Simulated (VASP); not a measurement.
# Cd3SeS2 (I-4m2) in VASP: notebook

The runs below take Cd3SeS2 through single point, with PBE.

All numbers are computed with VASP 6.6.1; they aren't measurements. Logs are shortened: lines on timing, memory, paths and dates and some standing lists are left out, and cuts for length are marked.

### 1 The cell of the first run

Symmetry: I-4m2, No. 119, tetragonal system. The conventional cell has a = 4.255 Å, b = 4.255 Å, c = 18.031 Å, α = 90.00°, β = 90.00°, γ = 90.00°. Cd (site symmetry 2mm) has 2 S at 2.58 Å and 2 Se at 2.66 Å within 3.4 Å. Within 3.4 Å of Cd (site symmetry -4m2) lie 4 S at 2.58 Å. Within 3.5 Å of Se (site symmetry -4m2) lie 4 Cd at 2.66 Å. S (site symmetry 2mm) has 4 Cd at 2.58 Å within 3.4 Å.

### 2 Single point, PBE

File INCAR:

```
SYSTEM = Cd3SeS2
  PREC = Accurate
  ENCUT = 520
  EDIFF = 1E-7
  ISMEAR = 0
  SIGMA = 0.02
  LREAL = .FALSE.
  LASPH = .TRUE.
  NELM = 80
  ALGO = Normal
  ISIF = 2
  LWAVE = .FALSE.
  LCHARG = .FALSE.
  GGA = PE
  NBANDS = 36
```

File KPOINTS:

```
Automatic mesh
0
G
  10 10 10
  0 0 0
```

File POSCAR:

```
Cd3SeS2
1.0
   -2.1275830000      2.1275830000      9.0157309000
    2.1275830000     -2.1275830000      9.0157309000
    2.1275830000      2.1275830000     -9.0157309000
Cd Se S
3 1 2
Direct
    0.8388770000      0.8388770000      0.0000000000
    0.5000000000      0.5000000000      0.0000000000
    0.1611230000      0.1611230000      0.0000000000
    0.2500000000      0.7500000000      0.5000000000
    0.5804510000      0.0804510000      0.5000000000
    0.9195490000      0.4195490000      0.5000000000
```

Potentials or basis: VASP PAW PBE potentials, release 64 (Cd, Se, S).

The run is started by

```console
$ cat potpaw_PBE.64/Cd/POTCAR potpaw_PBE.64/Se/POTCAR potpaw_PBE.64/S/POTCAR > POTCAR
$ mpirun -np 1 vasp_std > vasp.out
```

OUTCAR:

```text
SYSTEM = Cd3SeS2
   PREC = Accurate
   ENCUT = 520
   EDIFF = 1E-7
   ISMEAR = 0
   LREAL = .FALSE.
   LASPH = .TRUE.
   NELM = 80
   ISIF = 2
   GGA = PE

 ion  position               nearest neighbor table
   1  0.839  0.839  0.000-   6 2.58   6 2.58   4 2.66   4 2.66
   2  0.500  0.500  0.000-   6 2.58   5 2.58   5 2.58   6 2.58
   3  0.161  0.161  0.000-   5 2.58   5 2.58   4 2.66   4 2.66
   4  0.250  0.750  0.500-   1 2.66   3 2.66   1 2.66   3 2.66
   5  0.580  0.080  0.500-   2 2.58   2 2.58   3 2.58   3 2.58
   6  0.920  0.420  0.500-   2 2.58   2 2.58   1 2.58   1 2.58

  LATTYP: Found a body centered tetragonal cell.
 ALAT       =     4.2551660000
 C/A-ratio  =     4.2375460323

  Lattice vectors:

 A1 = (  -2.1275830000,   2.1275830000,   9.0157309000)
 A2 = (   2.1275830000,  -2.1275830000,   9.0157309000)
 A3 = (   2.1275830000,   2.1275830000,  -9.0157309000)

Analysis of symmetry for initial positions (statically):
=====================================================================
 Subroutine PRICEL returns:
 Original cell was already a primitive cell.

 Routine SETGRP: Setting up the symmetry group for a
 body centered tetragonal supercell.

 Subroutine GETGRP returns: Found  8 space group operations
 (whereof  8 operations were pure point group operations)
 out of a pool of 16 trial point group operations.

The static configuration has the point symmetry D_2d.

Analysis of symmetry for dynamics (positions and initial velocities):
=====================================================================
 Subroutine PRICEL returns:
 Original cell was already a primitive cell.

 Routine SETGRP: Setting up the symmetry group for a
 body centered tetragonal supercell.

 Subroutine GETGRP returns: Found  8 space group operations
 (whereof  8 operations were pure point group operations)
 out of a pool of 16 trial point group operations.

The dynamic configuration has the point symmetry D_2d.

 Subroutine INISYM returns: Found  8 space group operations
 (whereof  8 operations are pure point group operations),
 and found     1 'primitive' translations

----------------------------------------------------------------------------------------

                                     Primitive cell

  volume of cell :     163.2428

  direct lattice vectors                    reciprocal lattice vectors
    -2.127583000  2.127583000  9.015730900     0.000000000  0.235008458  0.055458621
     2.127583000 -2.127583000  9.015730900     0.235008458  0.000000000  0.055458621
     2.127583000  2.127583000 -9.015730900     0.235008458  0.235008458  0.000000000

  length of vectors
     9.504557986  9.504557986  9.504557986     0.241463525  0.241463525  0.332352149

  position of ions in fractional coordinates (direct lattice)
     0.838877000  0.838877000  0.000000000
     0.500000000  0.500000000  0.000000000
     0.161123000  0.161123000  0.000000000
     0.250000000  0.750000000  0.500000000
     0.580451000  0.080451000  0.500000000
     0.919549000  0.419549000  0.500000000

  ion indices of the primitive-cell ions
   primitive index   ion index
                 1           1
                 2           2
                 3           3
                 4           4
                 5           5
                 6           6

----------------------------------------------------------------------------------------

 KPOINTS: Automatic mesh

Automatic generation of k-mesh.
 Grid dimensions read from file:
 generate k-points for:   10   10   10

 Generating k-lattice:

  Cartesian coordinates                     Fractional coordinates (reciprocal lattice)
     0.000000000  0.023500846  0.005545862     0.100000000 -0.000000000  0.000000000
     0.023500846  0.000000000  0.005545862    -0.000000000  0.100000000  0.000000000
     0.023500846  0.023500846  0.000000000     0.000000000  0.000000000  0.100000000

  Length of vectors
     0.024146353  0.024146353  0.033235215

  Shift w.r.t. Gamma in fractional coordinates (k-lattice)
     0.000000000  0.000000000  0.000000000

 Subroutine IBZKPT returns following result:
 ===========================================

 Found    102 irreducible k-points:

 Following reciprocal coordinates:
            Coordinates               Weight
  0.000000  0.000000  0.000000      1.000000
  0.100000  0.000000 -0.000000      8.000000
  0.200000  0.000000 -0.000000      8.000000
  0.300000  0.000000  0.000000      8.000000
  0.400000  0.000000  0.000000      8.000000
  0.500000 -0.000000  0.000000      4.000000
[... 16 lines left out ...]
  0.300000  0.300000 -0.000000      8.000000
  0.400000  0.300000  0.000000     16.000000
 [... further k-points ...]
   k-points           NKPTS =    102   k-points in BZ     NKDIM =    102   number of bands    NBANDS=     36
   number of dos      NEDOS =    301   number of ions     NIONS =      6
   total plane-waves  NPLWV = 373248
   dimension x,y,z NGX =    72 NGY =   72 NGZ =   72
   dimension x,y,z NGXF=   144 NGYF=  144 NGZF=  144
   ions per type =               3   1   2
   NGX,Y,Z   is equivalent  to a cutoff of  12.59, 12.59, 12.59 a.u.
   NGXF,Y,Z  is equivalent  to a cutoff of  25.19, 25.19, 25.19 a.u.
 SYSTEM =  Cd3SeS2
   PREC   = accura    normal or accurate (medium, high low for compatibility)
   ISTART =      0    job   : 0-new  1-cont  2-samecut
   ICHARG =      2    charge: 1-file 2-atom 10-const
   ISPIN  =      1    spin polarized calculation?
   LNONCOLLINEAR =      F non collinear calculations
   LSORBIT =      F    spin-orbit coupling
   LASPH  =      T    aspherical Exc in radial PAW
   ENCUT  =  520.0 eV  38.22 Ry    6.18 a.u.  17.67 17.67 17.67*2*pi/ulx,y,z
   NELM   =     80;   NELMIN=  2; NELMDL= -5     # of ELM steps
   EDIFF  = 0.1E-06   stopping-criterion for ELM
   LREAL  =      F    real-space projection
   EDIFFG = 0.1E-05   stopping-criterion for IOM
   NSW    =      0    number of steps for IOM
   IBRION =     -1    ionic relax: 0-MD 1-quasi-New 2-CG
   NFREE  =      0    steps in history (QN), initial steepest desc. (CG)
   ISIF   =      2    stress and relaxation
   ISYM   =      2    0-nonsym 1-usesym 2-fastsym
   POTIM  = 0.5000    time-step for ionic-motion
   TEBEG  =    0.0;   TEEND  =   0.0 temperature during run
   PSTRESS=    0.0 pullay stress
   NELECT =      54.0000    total number of electrons
   NUPDOWN=      -1.0000    fix difference up-down
   EMIN   =  10.00;   EMAX   =-10.00  energy-range for DOS
   EFERMI =   0.00;   METHOD = LEGACY
   ISMEAR =     0;   SIGMA  =   0.02  broadening in eV -4-tet -1-fermi 0-gaus
   EFERMI_NEDOS =   21; number of points for ismear=-14 and -15
   IALGO  =     38    algorithm
   IMIX   =      4    mixing-type and parameters
     AMIX     =   0.40;   BMIX     =  1.00
     AMIX_MAG =   1.60;   BMIX_MAG =  1.00
  volume/ion in A,a.u.               =      27.21       183.60
  Fermi-wavevector in a.u.,A,eV,Ry     =   1.132213  2.139572 17.441391  1.281906
  Thomas-Fermi vector in A             =   2.268914
   LORBIT       =      0    0 simple, 1 ext, 2 COOP (PROOUT), +10 PAW based schemes
   GGA     = PE    functional components
   LHFCALC =     F    Hartree Fock is set to
   AEXX    =    0.0000 exact exchange contribution
   IVDW    =     0    specifies the selected vdW correction
   LEPSILON=     F    determine dielectric tensor
   LRPA    =     F    only Hartree local field effects (RPA)
 non-spin polarized calculation
 Gauss-broadening in eV      SIGMA  =   0.02
  energy-cutoff  :      520.00
  volume of cell :      163.24
 maximum number of plane-waves:      4416
   NGX = 35   NGY = 35   NGZ = 35

 number of electron      54.0000000 magnetization

 Free energy of the ion-electron system (eV)
  ---------------------------------------------------
  ext. energy  EPLUGINS =         0.00000000
  ---------------------------------------------------
  free energy    TOTEN  =       -17.76567751 eV

  energy without entropy =      -17.76567751  energy(sigma->0) =      -17.76567751

 E-fermi :   0.9654     XC(G=0):  -8.8333

 val. band max:        0.8234754167   @ k =   0.0000   0.0000   0.0000
 cond. band min:       1.6226029630   @ k =   0.0000   0.0000   0.0000
 fundamental gap:      0.7991275463
 Fermi energy:         0.9654454984

 k-point     1 :       0.0000    0.0000    0.0000
  band No.  band energies     occupation
      1     -11.3808      2.00000
      2     -11.0425      2.00000
      3     -10.9962      2.00000
      4      -6.8628      2.00000
      5      -6.8628      2.00000
      6      -6.8580      2.00000
[... 28 lines left out ...]
     35       7.1317      0.00000
     36       8.9492      0.00000

 k-point     2 :       0.1000    0.0000   -0.0000
  band No.  band energies     occupation
      1     -11.3563      2.00000
      2     -11.0446      2.00000
      3     -10.9840      2.00000
      4      -6.8560      2.00000
      5      -6.8480      2.00000
      6      -6.8417      2.00000
[... 28 lines left out ...]
     35       7.2628      0.00000
     36       8.3714      0.00000

 k-point     3 :       0.2000    0.0000   -0.0000
  band No.  band energies     occupation
      1     -11.2890      2.00000
      2     -11.0422      2.00000
      3     -10.9624      2.00000
      4      -6.8372      2.00000
      5      -6.8197      2.00000
      6      -6.7787      2.00000
[... 28 lines left out ...]
     35       7.5100      0.00000
     36       7.8757      0.00000
[... 742 lines left out ...]
 k-point    23 :       0.3000    0.3000   -0.0000
  band No.  band energies     occupation
      1     -11.0528      2.00000
      2     -10.9898      2.00000
      3     -10.9056      2.00000
      4      -6.7356      2.00000
      5      -6.7270      2.00000
      6      -6.7129      2.00000
[... 28 lines left out ...]
     35       7.8502      0.00000
     36       8.1481      0.00000

 k-point    24 :       0.4000    0.3000    0.0000
  band No.  band energies     occupation
      1     -10.9937      2.00000
      2     -10.9572      2.00000
      3     -10.9081      2.00000
      4      -6.7230      2.00000
      5      -6.7074      2.00000
      6      -6.6987      2.00000
[... 28 lines left out ...]
     35       7.9544      0.00000
     36       8.4729      0.00000

 [... further k-points ...]

------------------------ aborting loop because EDIFF is reached ----------------------------------------

  FORCE on cell =-STRESS in cart. coord.  units (eV):
  Direction    XX          YY          ZZ          XY          YZ          ZX
  --------------------------------------------------------------------------------------
  -------------------------------------------------------------------------------------
  Total        0.2860383      0.2860383      0.3007718      0.0000000      0.0000000      0.0000000
  in kB        2.8073774      2.8073774      2.9519825      0.0000000      0.0000000      0.0000000
  external PRESSURE =       2.8555791 kB  Pullay stress =       0.0000000 kB

 VOLUME and BASIS-vectors are now :
 -----------------------------------------------------------------------------
  energy-cutoff  :      520.00
  volume of cell :      163.24
      direct lattice vectors                 reciprocal lattice vectors
    -2.127583000  2.127583000  9.015730900     0.000000000  0.235008458  0.055458621
     2.127583000 -2.127583000  9.015730900     0.235008458  0.000000000  0.055458621
     2.127583000  2.127583000 -9.015730900     0.235008458  0.235008458  0.000000000

 POSITION                                       TOTAL-FORCE (eV/Angst)
 -----------------------------------------------------------------------------------
      0.00000      0.00000     15.12618        -0.000000      0.000000     -0.000953
      0.00000      0.00000      9.01573         0.000000     -0.000000     -0.000000
      0.00000      0.00000      2.90528        -0.000000      0.000000      0.000953
      2.12758     -0.00000      4.50787         0.000000     -0.000000      0.000000
     -0.00000      2.12758      1.45065         0.000000     -0.000000      0.001257
      0.00000      2.12758      7.56508         0.000000      0.000000     -0.001257
 -----------------------------------------------------------------------------------
    total drift:                                0.000001     -0.000001     -0.000000

  FREE ENERGIE OF THE ION-ELECTRON SYSTEM (eV)
  ---------------------------------------------------
  free  energy   TOTEN  =       -17.7656775108 eV

  energy  without entropy=      -17.7656775108  energy(sigma->0) =      -17.76567751
```

It took 60 min on 1 thread of Intel Xeon 8259CL, shared host; peak memory 1.1 GiB.

What came out:

```yaml
Free_energy: -17.7657 eV
Pressure: 0.3 GPa
Band_gap_on_the_k_mesh: 0.80 eV
```

Levels at points of the mesh, in eV from the valence-band top:
```
           k point  band 23  band 24  band 25  band 26  band 27  band 28  band 29  band 30  band 31  band 32
(0.00, 0.00, 0.00)    -1.24    -1.24    -0.06     0.00     0.00     0.80     3.64     3.73     4.05     4.26
(0.50, 0.00, 0.00)    -1.53    -0.92    -0.91    -0.73    -0.37     2.67     3.52     3.59     5.95     6.22
(0.50, 0.50, 0.00)    -2.03    -2.01    -1.96    -1.73    -1.68     3.43     4.03     4.55     4.63     4.65
(0.50, 0.50, 0.50)    -1.55    -0.71    -0.71    -0.33    -0.33     2.44     2.53     3.46     4.01     5.25
```

Caveat: semilocal functionals underestimate gaps, and a narrow one can read as zero. A k mesh can miss the band edges.

### 3 Single point, PBE

File INCAR:

```
PREC     = Accurate       # precision mode
ENCUT    = 520            # plane-wave cutoff, eV
EDIFF    = 1E-7           # SCF threshold, eV
ISMEAR   = 0              # smearing method
SIGMA    = 0.02           # smearing width, eV
LREAL    = False          # projectors in reciprocal space
LASPH    = True           # aspherical terms in the spheres
NELM     = 60             # most SCF steps
ALGO     = Normal         # electronic algorithm
ISIF     = 2              # what is computed and relaxed
LWAVE    = False          # write WAVECAR
LCHARG   = True           # write CHGCAR
GGA      = PE             # functional
LELF     = True           # ELF
LVHAR    = True         
NBANDS   = 36             # bands
```

File KPOINTS:

```
Automatic mesh
0
Gamma
  10 10 10
```

POSCAR is that of step 2.

Potentials or basis: VASP PAW PBE potentials, release 64 (Cd, Se, S).

The run is started by

```console
$ cat potpaw_PBE.64/Cd/POTCAR potpaw_PBE.64/Se/POTCAR potpaw_PBE.64/S/POTCAR > POTCAR
$ mpirun -np 1 vasp_std > vasp.out
```

It took 35 min on 1 thread of Intel Xeon Platinum 8259CL at 2.50GHz (Skylake/Cascade Lake), shared host; peak memory 1.1 GiB.

Results (log left out):

```yaml
Free_energy: -17.7657 eV
Pressure: 0.3 GPa
Band_gap_on_the_k_mesh: 0.80 eV
```

Levels at points of the mesh, in eV from the valence-band top:
```
           k point  band 24  band 25  band 26  band 27  band 28  band 29  band 30  band 31
(0.00, 0.00, 0.00)    -1.24    -0.06     0.00     0.00     0.80     3.64     3.73     4.05
(0.50, 0.00, 0.00)    -0.92    -0.91    -0.73    -0.37     2.67     3.52     3.59     5.95
(0.50, 0.50, 0.00)    -2.01    -1.96    -1.73    -1.68     3.43     4.03     4.55     4.63
(0.50, 0.50, 0.50)    -0.71    -0.71    -0.33    -0.33     2.44     2.53     3.46     4.01
```

Caveat: semilocal functionals underestimate gaps, and a narrow one can read as zero. A k mesh can miss the band edges.
